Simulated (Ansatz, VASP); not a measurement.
## Si3N4: VASP beside Ansatz

Contents of INCAR:

```
SYSTEM = Si3N4
PREC     = Accurate       ! precision mode
ENCUT    = 520            ! plane-wave cutoff, eV
EDIFF    = 1E-6           ! SCF threshold, eV
ISMEAR   = -1             ! smearing method
SIGMA    = 0.02           ! smearing width, eV
LREAL    = .FALSE.        ! projectors in reciprocal space
LASPH    = .TRUE.         ! aspherical terms in the spheres
NELM     = 100            ! most SCF steps
ALGO     = Normal         ! electronic algorithm
ISIF     = 2              ! what is computed and relaxed
LWAVE    = .FALSE.        ! write WAVECAR
LCHARG   = .FALSE.        ! write CHGCAR
GGA      = PE             ! functional
NBANDS   = 45             ! bands
```

KPOINTS

```
Automatic mesh
0
G
  6 6 8
  0 0 0
```

Contents of POSCAR:

```
Si3N4
1.0
    7.6056646651      0.0000000000      0.0000000000
   -3.8028323326      6.5866988127      0.0000000000
    0.0000000000      0.0000000000      2.9056457515
Si N
6 8
Direct
    0.2306112179      0.8245680157      0.7500000000
    0.4060432022      0.2306112179      0.2500000000
    0.8245680157      0.5939567978      0.2500000000
    0.1754319843      0.4060432022      0.7500000000
    0.5939567978      0.7693887821      0.7500000000
    0.7693887821      0.1754319843      0.2500000000
    0.3333333333      0.6666666667      0.7500000000
    0.6666666667      0.3333333333      0.2500000000
    0.9687376679      0.6696816984      0.7500000000
    0.2990559695      0.9687376679      0.2500000000
    0.6696816984      0.7009440305      0.2500000000
    0.3303183016      0.2990559695      0.7500000000
    0.0312623321      0.3303183016      0.2500000000
    0.7009440305      0.0312623321      0.7500000000
```

Input for Ansatz:

```yaml
crystal:
  lattice:
    - [7.6056646651, 0.0, 0.0]
    - [-3.8028323326, 6.5866988127, 0.0]
    - [0.0, 0.0, 2.9056457515]
  atoms:
    - { symbol: Si, position: [0.2306112179, 0.8245680157, 0.75] }
    - { symbol: Si, position: [0.4060432022, 0.2306112179, 0.25] }
    - { symbol: Si, position: [0.8245680157, 0.5939567978, 0.25] }
    - { symbol: Si, position: [0.1754319843, 0.4060432022, 0.75] }
    - { symbol: Si, position: [0.5939567978, 0.7693887821, 0.75] }
    - { symbol: Si, position: [0.7693887821, 0.1754319843, 0.25] }
    - { symbol: "N", position: [0.3333333333, 0.6666666667, 0.75] }
    - { symbol: "N", position: [0.6666666667, 0.3333333333, 0.25] }
    - { symbol: "N", position: [0.9687376679, 0.6696816984, 0.75] }
    - { symbol: "N", position: [0.2990559695, 0.9687376679, 0.25] }
    - { symbol: "N", position: [0.6696816984, 0.7009440305, 0.25] }
    - { symbol: "N", position: [0.3303183016, 0.2990559695, 0.75] }
    - { symbol: "N", position: [0.0312623321, 0.3303183016, 0.25] }
    - { symbol: "N", position: [0.7009440305, 0.0312623321, 0.75] }
kpoints:
  mp_grid: { grid: [6, 6, 8] }
  band_path:
    path:
      - [[0.0, 0.0, 0.0], [0.5, -9.397661397379e-18, 2.086921271165e-19], [0.3333333333333, 0.3333333333333, 1.391280847443e-19], [0.0, 0.0, 0.0], [2.596306404046e-35, -8.92200383905e-35, 0.5], [0.5, -9.755224114417e-18, 0.5], [0.3333333333333, 0.3333333333333, 0.5], [2.596306404046e-35, -8.92200383905e-35, 0.5]]
      - [[0.5, -9.755224114417e-18, 0.5], [0.5, -9.397661397379e-18, 2.086921271165e-19]]
      - [[0.3333333333333, 0.3333333333333, 0.5], [0.3333333333333, 0.3333333333333, 1.391280847443e-19]]
    npoints: 10
hamiltonian:
  xc: pbe
scf:
  occupations: { method: fermi_dirac, width: 0.02 }
  n_extra_bands: 7
output:
  forces: true
  stress: true
  eigenvalues: true
  write_density: true
  write_potential: true
  elf: true
  volumetric_format: npy
```

Alike in both runs: task single point; functional PBE; k mesh 6 × 6 × 8; occupations fermi-dirac, width 0.02 eV; no spin polarisation.

|  | VASP | Ansatz |
| --- | --- | --- |
| version | VASP 6.6.1 | Ansatz 0.2.0 |
| potentials or method | VASP PAW PBE potentials, release 64 (Si, N) | plane waves, PAW |
| plane-wave cutoff (eV) | 520 | 420 |
| valence electrons in the cell | 64 | 64 |

|  | VASP | Ansatz | Ansatz less VASP |
| --- | --- | --- | --- |
| gap on the k mesh at the Fermi level (eV) | 4.34 | 4.35 | +0.012 |
| pressure (GPa) | 5.4 | 5.7 | +0.30 |
| traceless stress, the component that is largest in VASP (GPa) | 0.12 | 0.15 | +0.031 |
| rms of the force components (eV/Å) | 0.022 | 0.022 | +0.0004 |

Atom by atom the forces differ by 0.002 eV/Å (rms over components). With one functional, cell and mesh, what is left measures potentials, basis and numerics.
